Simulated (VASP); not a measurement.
A run of VASP 6.6.1:

Contents of POSCAR:

```
ZrB2
1.0
    3.1675246600      0.0000000000      0.0000000000
   -1.5837623300      2.7431568200      0.0000000000
    0.0000000000      0.0000000000      3.5523880600
Zr B
1 2
Direct
    0.0000000000      0.0000000000      0.0000000000
    0.3333333300      0.6666666700      0.5000000000
    0.6666666700      0.3333333300      0.5000000000
```

The input INCAR.step1:

```
PREC     = Accurate       # precision mode
ENCUT    = 520            # plane-wave cutoff, eV
ISMEAR   = 0              # smearing method
SIGMA    = 0.1            # smearing width, eV
LREAL    = False          # projectors in reciprocal space
LASPH    = True           # aspherical terms in the spheres
NELM     = 60             # most SCF steps
NBANDS   = 16             # bands
GGA      = PE             # functional
ALGO     = Normal         # electronic algorithm
EDIFF    = 1E-4           # SCF threshold, eV
LWAVE    = True           # write WAVECAR
LCHARG   = False          # write CHGCAR
```

The input INCAR.step2:

```
PREC     = Accurate       # precision mode
ENCUT    = 520            # plane-wave cutoff, eV
EDIFF    = 1E-6           # SCF threshold, eV
ISMEAR   = 0              # smearing method
SIGMA    = 0.1            # smearing width, eV
LREAL    = False          # projectors in reciprocal space
LASPH    = True           # aspherical terms in the spheres
NELM     = 60             # most SCF steps
ALGO     = Normal         # electronic algorithm
ISIF     = 2              # what is computed and relaxed
LWAVE    = False          # write WAVECAR
LCHARG   = False          # write CHGCAR
METAGGA  = R2SCAN         # meta-GGA
LMIXTAU  = True         
NBANDS   = 16             # bands
ISTART   = 1
```

The input KPOINTS:

```
Automatic mesh
0
Gamma
  6 6 6
```

Potentials or basis: VASP PAW PBE potentials, release 64 (Zr_sv, B).

The run is started by

```bash
$ cat potpaw_PBE.64/Zr_sv/POTCAR potpaw_PBE.64/B/POTCAR > POTCAR
$ cp INCAR.step1 INCAR
$ mpirun -np 1 vasp_std > vasp.out
$ cp INCAR.step2 INCAR
$ mpirun -np 1 vasp_std > vasp.out
```

Hardware: 1 thread of Intel(R) Xeon(R) Platinum 8375C CPU @ 2.90GHz (Ice Lake) (shared host).

Task: Estimate the wall time of this run.

Result: Run time: 40 s on 1 thread of Intel(R) Xeon(R) Platinum 8375C CPU @ 2.90GHz (Ice Lake), with other jobs on the host, peak memory 0.15 GiB. Counts: k points 28.
